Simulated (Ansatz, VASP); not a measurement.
TiB2: VASP beside Ansatz

INCAR

```
PREC = Accurate ; ENCUT = 520
EDIFF = 1E-8 ; ISMEAR = -1
SIGMA = 0.03 ; LREAL = False
LASPH = True ; NELM = 60
ALGO = Normal ; ISIF = 2
LWAVE = False ; LCHARG = False
GGA = PS ; LEFG = True
NBANDS = 16
```

Contents of KPOINTS:

```
regular mesh
0
Gamma
  14 14 11
```

POSCAR

```
TiB2
1.0
    3.0392620569      0.0000000000      0.0000000000
   -1.5196310285      2.6320781501      0.0000000000
    0.0000000000      0.0000000000      3.2391256602
Ti B
1 2
Direct
    0.0000000000      0.0000000000      0.0000000000
    0.3333333333      0.6666666667      0.5000000000
    0.6666666667      0.3333333333      0.5000000000
```

Input for Ansatz:

```yaml
crystal:
  lattice:
    - [3.0392620569, 0.0, 0.0]
    - [-1.5196310285, 2.6320781501, 0.0]
    - [0.0, 0.0, 3.2391256602]
  atoms:
    - { symbol: Ti, position: [0.0, 0.0, 0.0] }
    - { symbol: B, position: [0.3333333333, 0.6666666667, 0.5] }
    - { symbol: B, position: [0.6666666667, 0.3333333333, 0.5] }
kpoints:
  mp_grid: { grid: [14, 14, 11] }
scf:
  occupations: { method: fermi_dirac, width: 0.03 }
hamiltonian:
  xc: pbesol
  pseudopotentials: { kind: paw }
output:
  forces: true
  stress: true
  eigenvalues: true
  efg: { contact_densities: true }
```

Change from the starting cell: volume scaled by 1.01, PAW files.

Alike in both runs: task electric field gradients; functional PBEsol; k mesh 14 × 14 × 11; occupations fermi-dirac, width 0.03 eV; no spin polarisation.

|  | VASP | Ansatz |
| --- | --- | --- |
| version | VASP 6.6.1 | Ansatz 0.2.0 |
| potentials or method | VASP PAW PBE potentials, release 64 (Ti_sv, B) | PAW with Ansatz's default frozen-core files, scalar-relativistic |
| plane-wave cutoff (eV) | 520 | 420 |
| valence electrons in the cell | 18 | 18 |

VASP gave:

| Quantity | Value |
| --- | --- |
| pressure (GPa) | -7.2 |
| traceless stress, the component that is largest in VASP (GPa) | -1.59 |
| size of Vzz on the site where it differs most (V/Å²) | 18.5 |

Task: What did Ansatz give for the same quantities?

Result: Pressure (GPa): -7.6; traceless stress, the component that is largest in VASP (GPa): -1.52; size of Vzz on the site where it differs most (V/Å²): 20.5.

VASP's potentials were made for PBE, not for PBEsol. With one functional, cell and mesh, what is left measures potentials, basis and numerics.
